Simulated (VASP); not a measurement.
# Mg3Sb2 (P-3m1) in VASP: settings compared

The runs below take Mg3Sb2 through single point, relaxation of cell and atoms, with PBE, r2SCAN, PBEsol, LDA.

Program: VASP 6.6.1. These are calculated values, not measurements. Logs are shortened: lines on timing, memory, paths and dates and some standing lists are left out, and cuts for length are marked.

### 1 The cell of the first run

The structure is trigonal, space group P-3m1 (No. 164). The conventional cell has a = 4.598 Å, b = 4.598 Å, c = 7.263 Å, α = 90.00°, β = 90.00°, γ = 120.00°. Within 3.8 Å of Mg (site symmetry 3m) lie 4 Sb at 2.85 to 2.95 Å and 6 Mg at 3.28 to 3.76 Å. Mg (site symmetry -3m) has 6 Sb at 3.12 Å and 6 Mg at 3.76 Å within 4.1 Å. Sb (site symmetry 3m) has 7 Mg at 2.85 to 3.12 Å within 3.8 Å.

### 2 Single point, PBE

The input, INCAR:

```
SYSTEM = Mg3Sb2
  PREC = Accurate
  ENCUT = 600
  EDIFF = 1E-6
  ISMEAR = -1
  SIGMA = 0.02
  LREAL = .FALSE.
  LASPH = .TRUE.
  NELM = 120
  ALGO = Normal
  ISIF = 2
  LWAVE = .FALSE.
  LCHARG = .FALSE.
  GGA = PE
  NBANDS = 16
  GGA_COMPAT = .FALSE.
```

The input, KPOINTS:

```
regular mesh
0
G
  6 6 4
  0 0 0
```

The input, POSCAR:

```
Mg3Sb2
1.0
    4.5981739697      0.0000000000      0.0000000000
   -2.2990869848      3.9821354688      0.0000000000
    0.0000000000      0.0000000000      7.2632888453
Mg Sb
3 2
Direct
    0.3333333333      0.6666666667      0.6325117462
    0.6666666667      0.3333333333      0.3674882538
    0.0000000000      0.0000000000      0.0000000000
    0.3333333333      0.6666666667      0.2257132228
    0.6666666667      0.3333333333      0.7742867772
```

Potentials or basis: VASP PAW PBE potentials, release 64 (Mg, Sb).

On the command line:

```sh
$ cat potpaw_PBE.64/Mg/POTCAR potpaw_PBE.64/Sb/POTCAR > POTCAR
$ mpirun -np 1 vasp_std > vasp.out
```

OUTCAR:

```text
SYSTEM = Mg3Sb2
   PREC = Accurate
   ENCUT = 600
   EDIFF = 1E-6
   ISMEAR = -1
   LREAL = .FALSE.
   LASPH = .TRUE.
   NELM = 120
   ISIF = 2
   GGA = PE

 ion  position               nearest neighbor table
   1  0.333  0.667  0.633-   5 2.85   5 2.85   5 2.85   4 2.95   2 3.28   2 3.28   2 3.28
   2  0.667  0.333  0.367-   4 2.85   4 2.85   4 2.85   5 2.95   1 3.28   1 3.28   1 3.28
   3  0.000  0.000  0.000-   4 3.12   5 3.12   4 3.12   5 3.12   5 3.12   4 3.12
   4  0.333  0.667  0.226-   2 2.85   2 2.85   2 2.85   1 2.95   3 3.12   3 3.12   3 3.12
   5  0.667  0.333  0.774-   1 2.85   1 2.85   1 2.85   2 2.95   3 3.12   3 3.12   3 3.12

  LATTYP: Found a hexagonal cell.
 ALAT       =     4.5981739697
 C/A-ratio  =     1.5796028800

  Lattice vectors:

 A1 = (   4.5981739697,   0.0000000000,   0.0000000000)
 A2 = (  -2.2990869848,   3.9821354688,   0.0000000000)
 A3 = (   0.0000000000,   0.0000000000,   7.2632888453)

Analysis of symmetry for initial positions (statically):
=====================================================================
 Subroutine PRICEL returns:
 Original cell was already a primitive cell.

 Routine SETGRP: Setting up the symmetry group for a
 hexagonal supercell.

 Subroutine GETGRP returns: Found 12 space group operations
 (whereof 12 operations were pure point group operations)
 out of a pool of 24 trial point group operations.

The static configuration has the point symmetry D_3d.

Analysis of symmetry for dynamics (positions and initial velocities):
=====================================================================
 Subroutine PRICEL returns:
 Original cell was already a primitive cell.

 Routine SETGRP: Setting up the symmetry group for a
 hexagonal supercell.

 Subroutine GETGRP returns: Found 12 space group operations
 (whereof 12 operations were pure point group operations)
 out of a pool of 24 trial point group operations.

The dynamic configuration has the point symmetry D_3d.

 Subroutine INISYM returns: Found 12 space group operations
 (whereof 12 operations are pure point group operations),
 and found     1 'primitive' translations

----------------------------------------------------------------------------------------

                                     Primitive cell

  volume of cell :     132.9948

  direct lattice vectors                    reciprocal lattice vectors
     4.598173970  0.000000000  0.000000000     0.217477635  0.125560771  0.000000000
    -2.299086985  3.982135469  0.000000000     0.000000000  0.251121542  0.000000000
     0.000000000  0.000000000  7.263288845     0.000000000  0.000000000  0.137678677

  length of vectors
     4.598173970  4.598173970  7.263288845     0.251121542  0.251121542  0.137678677

  position of ions in fractional coordinates (direct lattice)
     0.333333333  0.666666667  0.632511746
     0.666666667  0.333333333  0.367488254
     0.000000000  0.000000000  0.000000000
     0.333333333  0.666666667  0.225713223
     0.666666667  0.333333333  0.774286777

  ion indices of the primitive-cell ions
   primitive index   ion index
                 1           1
                 2           2
                 3           3
                 4           4
                 5           5

----------------------------------------------------------------------------------------

 KPOINTS: regular mesh

Automatic generation of k-mesh.
 Grid dimensions read from file:
 generate k-points for:    6    6    4

 Generating k-lattice:

  Cartesian coordinates                     Fractional coordinates (reciprocal lattice)
     0.036246272  0.020926795  0.000000000     0.166666667 -0.000000000  0.000000000
     0.000000000  0.041853590  0.000000000     0.000000000  0.166666667  0.000000000
     0.000000000  0.000000000  0.034419669     0.000000000  0.000000000  0.250000000

  Length of vectors
     0.041853590  0.041853590  0.034419669

  Shift w.r.t. Gamma in fractional coordinates (k-lattice)
     0.000000000  0.000000000  0.000000000

 Subroutine IBZKPT returns following result:
 ===========================================

 Found     24 irreducible k-points:

 Following reciprocal coordinates:
            Coordinates               Weight
  0.000000  0.000000  0.000000      1.000000
  0.166667 -0.000000  0.000000      6.000000
  0.333333  0.000000  0.000000      6.000000
  0.500000  0.000000  0.000000      3.000000
  0.166667  0.166667  0.000000      6.000000
  0.333333  0.166667  0.000000     12.000000
[... 16 lines left out ...]
  0.333333  0.166667  0.500000     12.000000
  0.333333  0.333333  0.500000      2.000000
   k-points           NKPTS =     24   k-points in BZ     NKDIM =     24   number of bands    NBANDS=     16
   number of dos      NEDOS =    301   number of ions     NIONS =      5
   total plane-waves  NPLWV =  96000
   dimension x,y,z NGX =    40 NGY =   40 NGZ =   60
   dimension x,y,z NGXF=    80 NGYF=   80 NGZF=  120
   ions per type =               3   2
   NGX,Y,Z   is equivalent  to a cutoff of  14.46, 14.46, 13.73 a.u.
   NGXF,Y,Z  is equivalent  to a cutoff of  28.92, 28.92, 27.47 a.u.
 SYSTEM =  Mg3Sb2
   PREC   = accura    normal or accurate (medium, high low for compatibility)
   ISTART =      0    job   : 0-new  1-cont  2-samecut
   ICHARG =      2    charge: 1-file 2-atom 10-const
   ISPIN  =      1    spin polarized calculation?
   LNONCOLLINEAR =      F non collinear calculations
   LSORBIT =      F    spin-orbit coupling
   LASPH  =      T    aspherical Exc in radial PAW
   ENCUT  =  600.0 eV  44.10 Ry    6.64 a.u.   9.18  9.18 14.51*2*pi/ulx,y,z
   NELM   =    120;   NELMIN=  2; NELMDL= -5     # of ELM steps
   EDIFF  = 0.1E-05   stopping-criterion for ELM
   LREAL  =      F    real-space projection
   EDIFFG = 0.1E-04   stopping-criterion for IOM
   NSW    =      0    number of steps for IOM
   IBRION =     -1    ionic relax: 0-MD 1-quasi-New 2-CG
   NFREE  =      0    steps in history (QN), initial steepest desc. (CG)
   ISIF   =      2    stress and relaxation
   ISYM   =      2    0-nonsym 1-usesym 2-fastsym
   POTIM  = 0.5000    time-step for ionic-motion
   TEBEG  =    0.0;   TEEND  =   0.0 temperature during run
   PSTRESS=    0.0 pullay stress
   NELECT =      16.0000    total number of electrons
   NUPDOWN=      -1.0000    fix difference up-down
   EMIN   =  10.00;   EMAX   =-10.00  energy-range for DOS
   EFERMI =   0.00;   METHOD = LEGACY
   ISMEAR =    -1;   SIGMA  =   0.02  broadening in eV -4-tet -1-fermi 0-gaus
   EFERMI_NEDOS =   21; number of points for ismear=-14 and -15
   IALGO  =     38    algorithm
   IMIX   =      4    mixing-type and parameters
     AMIX     =   0.40;   BMIX     =  1.00
     AMIX_MAG =   1.60;   BMIX_MAG =  1.00
  volume/ion in A,a.u.               =      26.60       179.50
  Fermi-wavevector in a.u.,A,eV,Ry     =   0.808171  1.527222  8.886513  0.653140
  Thomas-Fermi vector in A             =   1.916927
   LORBIT       =      0    0 simple, 1 ext, 2 COOP (PROOUT), +10 PAW based schemes
   GGA     = PE    functional components
   LHFCALC =     F    Hartree Fock is set to
   AEXX    =    0.0000 exact exchange contribution
   IVDW    =     0    specifies the selected vdW correction
   LEPSILON=     F    determine dielectric tensor
   LRPA    =     F    only Hartree local field effects (RPA)
 non-spin polarized calculation
  energy-cutoff  :      600.00
  volume of cell :      132.99
 maximum number of plane-waves:      4455
 NGX is ok and might be reduce to    40
   NGX = 19   NGY = 19   NGZ = 29

 number of electron      16.0000000 magnetization

 Free energy of the ion-electron system (eV)
  ---------------------------------------------------
  ext. energy  EPLUGINS =         0.00000000
  ---------------------------------------------------
  free energy    TOTEN  =       -14.63457291 eV

  energy without entropy =      -14.63454976  energy(sigma->0) =      -14.63456133

 E-fermi :   4.4704     XC(G=0):  -8.7361

 val. band max:        4.3670690258   @ k =   0.0000   0.0000   0.0000
 cond. band min:       4.6123447894   @ k =   0.3333   0.3333   0.0000
 fundamental gap:      0.2452757636
 Fermi energy:         4.4703920303

 k-point     1 :       0.0000    0.0000    0.0000
  band No.  band energies     occupation
      1      -5.8804      2.00000
      2      -4.6569      2.00000
      3      -0.5085      2.00000
      4       3.2656      2.00000
      5       3.2656      2.00000
      6       3.9607      2.00000
[... 8 lines left out ...]
     15       8.3909      0.00000
     16       9.3018      0.00000

 k-point     2 :       0.1667   -0.0000    0.0000
  band No.  band energies     occupation
      1      -5.6955      2.00000
      2      -4.5537      2.00000
      3      -0.2732      2.00000
      4       1.8865      2.00000
      5       2.6691      2.00000
      6       2.8239      2.00000
[... 8 lines left out ...]
     15       8.3898      0.00000
     16       8.8838      0.00000

 k-point     3 :       0.3333    0.0000    0.0000
  band No.  band energies     occupation
      1      -5.2109      2.00000
      2      -4.3759      2.00000
      3       0.2407      2.00000
      4       0.5018      2.00000
      5       1.2478      2.00000
      6       2.2825      2.00000
[... 8 lines left out ...]
     15       9.7253      0.00000
     16       9.8437      0.00000

 k-point     4 :       0.5000    0.0000    0.0000
  band No.  band energies     occupation
      1      -4.8083      2.00000
      2      -4.3942      2.00000
      3      -0.2694      2.00000
      4       0.6297      2.00000
      5       1.1487      2.00000
      6       2.0782      2.00000
[... 8 lines left out ...]
     15      10.1398      0.00000
     16      10.6819      0.00000

 k-point     5 :       0.1667    0.1667    0.0000
  band No.  band energies     occupation
      1      -5.3570      2.00000
      2      -4.4086      2.00000
      3       0.1756      2.00000
      4       1.0528      2.00000
      5       1.1833      2.00000
      6       2.4101      2.00000
[... 8 lines left out ...]
     15       9.2030      0.00000
     16       9.9471      0.00000

 k-point     6 :       0.3333    0.1667    0.0000
  band No.  band energies     occupation
      1      -4.8488      2.00000
      2      -4.3545      2.00000
      3       0.0197      2.00000
      4       0.7522      2.00000
      5       1.0259      2.00000
      6       1.4693      2.00000
[... 8 lines left out ...]
     15       9.8712      0.00000
     16      10.5940      0.00000
[... 267 lines left out ...]
 k-point    21 :       0.5000    0.0000    0.5000
  band No.  band energies     occupation
      1      -4.6105      2.00000
      2      -4.5714      2.00000
      3      -0.5169      2.00000
      4      -0.1717      2.00000
      5       2.5161      2.00000
      6       2.6909      2.00000
[... 8 lines left out ...]
     15      10.1495      0.00000
     16      10.1842      0.00000

 k-point    22 :       0.1667    0.1667    0.5000
  band No.  band energies     occupation
      1      -5.0187      2.00000
      2      -4.8684      2.00000
      3       0.5914      2.00000
      4       0.6622      2.00000
      5       2.2017      2.00000
      6       2.3439      2.00000
[... 8 lines left out ...]
     15       8.6875      0.00000
     16       9.5104      0.00000

 k-point    23 :       0.3333    0.1667    0.5000
  band No.  band energies     occupation
      1      -4.6342      2.00000
      2      -4.5666      2.00000
      3      -0.1965      2.00000
      4       0.0527      2.00000
      5       1.4099      2.00000
      6       1.8116      2.00000
[... 8 lines left out ...]
     15       9.8707      0.00000
     16       9.9673      0.00000

 k-point    24 :       0.3333    0.3333    0.5000
  band No.  band energies     occupation
      1      -4.4726      2.00000
      2      -4.4726      2.00000
      3       0.0936      2.00000
      4       0.0936      2.00000
      5       0.3929      2.00000
      6       1.0800      2.00000
[... 8 lines left out ...]
     15       9.4007      0.00000
     16       9.7862      0.00000

------------------------ aborting loop because EDIFF is reached ----------------------------------------

  FORCE on cell =-STRESS in cart. coord.  units (eV):
  Direction    XX          YY          ZZ          XY          YZ          ZX
  --------------------------------------------------------------------------------------
  -------------------------------------------------------------------------------------
  Total        0.0364110      0.0364110      0.0277152      0.0000000     -0.0000000     -0.0000000
  in kB        0.4386398      0.4386398      0.3338832      0.0000000     -0.0000000     -0.0000000
  external PRESSURE =       0.4037210 kB  Pullay stress =       0.0000000 kB

 VOLUME and BASIS-vectors are now :
 -----------------------------------------------------------------------------
  energy-cutoff  :      600.00
  volume of cell :      132.99
      direct lattice vectors                 reciprocal lattice vectors
     4.598173970  0.000000000  0.000000000     0.217477635  0.125560771  0.000000000
    -2.299086985  3.982135469  0.000000000     0.000000000  0.251121542  0.000000000
     0.000000000  0.000000000  7.263288845     0.000000000  0.000000000  0.137678677

 POSITION                                       TOTAL-FORCE (eV/Angst)
 -----------------------------------------------------------------------------------
     -0.00000      2.65476      4.59412         0.000000      0.000000     -0.006585
      2.29909      1.32738      2.66917         0.000000     -0.000000      0.006585
      0.00000      0.00000      0.00000         0.000000      0.000000      0.000000
     -0.00000      2.65476      1.63942         0.000000      0.000000     -0.014697
      2.29909      1.32738      5.62387        -0.000000     -0.000000      0.014697
 -----------------------------------------------------------------------------------
    total drift:                               -0.000000     -0.000000      0.000000

  FREE ENERGIE OF THE ION-ELECTRON SYSTEM (eV)
  ---------------------------------------------------
  free  energy   TOTEN  =       -14.6345729092 eV

  energy  without entropy=      -14.6345497581  energy(sigma->0) =      -14.63456133
```

Wall time 1.7 min (1 thread of Intel Xeon 8259CL, shared host); peak memory 0.31 GiB.

What came out:

| Quantity | Value |
| --- | --- |
| Free energy | -14.6346 eV |
| Pressure | 0.0 GPa |
| Largest force | 0.015 eV/Å |
| Band gap on the k mesh | 0.25 eV (least direct gap 1.00 eV) |

Forces on the atoms (eV/Å):
```
Mg   0.000  0.000 -0.007
Mg   0.000  0.000  0.007
Mg   0.000  0.000  0.000
Sb   0.000  0.000 -0.015
Sb   0.000  0.000  0.015
```

Caveat: semilocal functionals underestimate gaps, and a narrow one can read as zero; spin-orbit coupling is left out, which moves the levels of the heavy elements.

### 3 Single point, r2SCAN

This run uses another cell than the first one, of 26.19 Å³/atom.

The input, POSCAR:

```
Mg3Sb2
1.0
    4.5696568005      0.0000000000      0.0000000000
   -2.2848284002      3.9574388758      0.0000000000
    0.0000000000      0.0000000000      7.2400131419
Mg Sb
3 2
Direct
    0.3333333333      0.6666666667      0.6336551235
    0.6666666667      0.3333333333      0.3663448765
    0.0000000000      0.0000000000      0.0000000000
    0.3333333333      0.6666666667      0.2287527357
    0.6666666667      0.3333333333      0.7712472643
```

The input, INCAR.step1:

```
SYSTEM = Mg3Sb2
PREC = Accurate
ENCUT = 660
ISMEAR = -1
SIGMA = 0.02
LREAL = .FALSE.
LASPH = .TRUE.
NELM = 120
NBANDS = 16
GGA = PE
ALGO = Normal
EDIFF = 1E-5
LWAVE = .TRUE.
LCHARG = .FALSE.
GGA_COMPAT = .FALSE.
```

The input, INCAR.step2:

```
SYSTEM = Mg3Sb2
PREC = Accurate
ENCUT = 660
EDIFF = 1E-6
ISMEAR = -1
SIGMA = 0.02
LREAL = .FALSE.
LASPH = .TRUE.
NELM = 120
ALGO = Normal
ISIF = 2
LWAVE = .FALSE.
LCHARG = .FALSE.
METAGGA = R2SCAN
LMIXTAU = .TRUE.
NBANDS = 16
ISTART = 1
GGA_COMPAT = .FALSE.
```

KPOINTS is that of step 2.

Potentials or basis: VASP PAW PBE potentials, release 64 (Mg, Sb).

On the command line:

```sh
$ cat potpaw_PBE.64/Mg/POTCAR potpaw_PBE.64/Sb/POTCAR > POTCAR
$ cp INCAR.step1 INCAR
$ mpirun -np 1 vasp_std > vasp.out
$ cp INCAR.step2 INCAR
$ mpirun -np 1 vasp_std > vasp.out
```

It took 8.2 min on 1 thread of Intel Xeon 8259CL, shared host; peak memory 0.38 GiB.

The run converged. Its results:

- Free energy: -66.2532 eV
- Pressure: 0.0 GPa
- Largest force: 0.016 eV/Å
- Band gap on the k mesh: 0.56 eV (least direct gap 1.75 eV)

Forces in eV/Å, atoms in the order of the input:
```
Mg   0.000  0.000 -0.003
Mg   0.000  0.000  0.003
Mg   0.000  0.000  0.000
Sb   0.000  0.000 -0.016
Sb   0.000  0.000  0.016
```

Levels at points of the mesh, in eV from the valence-band top:
| k point | band 4 | band 5 | band 6 | band 7 | band 8 | band 9 | band 10 | band 11 | band 12 | band 13 |
| --- | --- | --- | --- | --- | --- | --- | --- | --- | --- | --- |
| (0.00, 0.00, 0.00) | -1.16 | -1.16 | -0.42 | -0.42 | 0.00 | 1.76 | 1.78 | 3.41 | 3.41 | 4.27 |
| (0.50, 0.00, 0.00) | -3.87 | -3.33 | -2.40 | -2.20 | -0.96 | 0.79 | 2.43 | 2.46 | 3.15 | 5.51 |
| (0.00, 0.00, 0.50) | -3.01 | -0.84 | -0.84 | -0.76 | -0.76 | 2.28 | 2.46 | 3.06 | 3.06 | 3.92 |
| (0.50, 0.00, 0.50) | -4.72 | -1.91 | -1.74 | -1.69 | -1.58 | 0.87 | 1.67 | 2.15 | 2.58 | 4.98 |

Caveat: semilocal functionals underestimate gaps, and a narrow one can read as zero; the PAW data sets were made with another functional, which shifts forces and pressure a little; spin-orbit coupling is left out, which moves the levels of the heavy elements.

(Continued in part 2 of 3.)
